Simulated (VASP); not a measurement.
Input of a VASP 6.6.1 run:

Contents of INCAR:

```
SYSTEM = Cs
PREC = Accurate
ENCUT = 520
EDIFF = 1E-6
ISMEAR = -1
SIGMA = 0.1
LREAL = .False.
LASPH = .True.
NELM = 80
ALGO = Normal
ISIF = 2
LWAVE = .False.
LCHARG = .False.
GGA = PE
NBANDS = 26
```

The input KPOINTS:

```
Automatic mesh
0
Gamma
  8 8 2
  0 0 0
```

POSCAR

```
Cs
1.0
    5.6901912047      0.0000000000      0.0000000000
   -2.8450956024      4.9278501357      0.0000000000
    0.0000000000      0.0000000000     18.6621551793
Cs
4
Direct
    1.0000000000      1.0000000000      1.0000000000
    1.0000000000      1.0000000000      0.5000000000
    0.3333333333      0.6666666667      0.2500000000
    0.6666666667      0.3333333333      0.7500000000
```

Potentials or basis: VASP PAW PBE potentials, release 64 (Cs_sv).

Command:

```sh
$ cat potpaw_PBE.64/Cs_sv/POTCAR > POTCAR
$ mpirun -np 1 vasp_std > vasp.out
```

(1) Predict the pressure.

(2) What does it give for the band gap on the k mesh?

Answers

(1) -0.2 GPa.

(2) zero (bands 18 and 19 overlap by 1.46 eV).

Caveat: spin-orbit coupling is left out, which moves the levels of the heavy elements.
